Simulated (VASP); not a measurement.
Write the native input for VASP 6.6.1 that does the following.

```
Task                   : single point
Functional             : PBE
Dispersion             : D3(BJ)
Potentials or basis    : VASP PAW PBE potentials, release 64 (Se, In_d)
Cutoff                 : 520 eV
k mesh                 : 9 × 9 × 1
Occupations            : gaussian, width 0.05 eV
Spin                   : no spin polarisation
Dipole correction      : yes
Further INCAR settings : ALGO = Normal; EDIFF = 1e-06; NBANDS = 48
```

The structure of InSe lies in POSCAR:

```
InSe
1.0
    4.0266104195      0.0000000000      0.0000000000
   -2.0133052098      3.4871469144      0.0000000000
    0.0000000000      0.0000000000     28.2707101099
Se In
4 4
Direct
    0.0000000000      0.0000000000      0.1591753438
    0.0000000000      0.0000000000      0.3496677309
    0.4444444444      0.1111111111      0.4596755796
    0.4444444444      0.1111111111      0.6501679667
    0.6666666667      0.3333333333      0.2049979929
    0.6666666667      0.3333333333      0.3038451626
   -0.2222222222     -0.2222222222      0.5054982288
   -0.2222222222     -0.2222222222      0.6043453984
```

This cell differs from its parent crystal: layers slid over each other.

These files were run (other wordings do the same):

INCAR

```
SYSTEM = InSe
PREC = Accurate
ENCUT = 520
EDIFF = 1E-6
ISMEAR = 0
SIGMA = 0.05
LREAL = .False.
LASPH = .True.
NELM = 80
ALGO = Normal
ISIF = 2
LWAVE = .False.
LCHARG = .False.
LDIPOL = .True.
IDIPOL = 3
DIPOL = 0.5 0.5 0.405
GGA = PE
IVDW = 12
NBANDS = 48
```

KPOINTS

```
regular mesh
0
Gamma
  9 9 1
  0 0 0
```

Potentials or basis: VASP PAW PBE potentials, release 64 (Se, In_d).

Command:

```bash
$ cat potpaw_PBE.64/Se/POTCAR potpaw_PBE.64/In_d/POTCAR > POTCAR
$ mpirun -np 1 vasp_std > vasp.out
```

It gave:

| Property | Result |
| --- | --- |
| Largest force | 0.088 eV/Å |
| Band gap on the k mesh | 1.05 eV (least direct gap 1.11 eV) |
| Dispersion energy per atom | -0.257 eV |

Caveat: the cell differs from its parent crystal (layers slid over each other); spin-orbit coupling is left out, which moves the levels of the heavy elements.

Run time: 20 min on 1 thread of Oxide Virtual Turin-like Processor, with other jobs on the host, peak memory 0.79 GiB.
